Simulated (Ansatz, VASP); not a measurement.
**Two plane-wave programs on InSb**

```
In Sb
1.0
     3.15764    0.00000    0.00000
     0.00000    3.03619    0.00000
     0.00000    0.00000    6.21828
In Sb
1 1
Direct
  0.00000 0.00000 0.00000
  0.00000 0.00000 0.50000
```

Change from the starting cell: normal strain along x +0.0400, normal strain along z +0.0200.

Alike in both runs: task single point; functional PBEsol; k mesh 14 × 14 × 8; occupations gaussian, width 0.15 eV; no spin polarisation.

|  | VASP | Ansatz |
| --- | --- | --- |
| version | VASP 6.6.1 | Ansatz 0.2.0 |
| potentials or method | VASP PAW PBE potentials, release 64 (In_d, Sb), cutoff 500 eV | scalar-relativistic, plane waves, PAW |
| valence electrons in the cell | 18 | 28 |

|  | VASP | Ansatz | Ansatz less VASP |
| --- | --- | --- | --- |
| gap on the k mesh at the Fermi level (eV) | none | none | - |
| pressure (GPa) | -2.6 | -2.6 | -0.01 |
| traceless stress, the component that is largest in VASP (GPa) | -0.95 | -0.95 | 0.000 |

VASP's potentials were made for PBE, not for PBEsol, and Ansatz warns of the same on its side. A gap of «none» marks a metal or a gap that the smearing closes. The functional is the same, so the differences come from potentials, cutoffs and numerics. VASP's potentials hold 18 valence electrons a cell and Ansatz's 28, so a difference there can come from the potentials and not from the codes.

Spin-orbit coupling is off throughout.
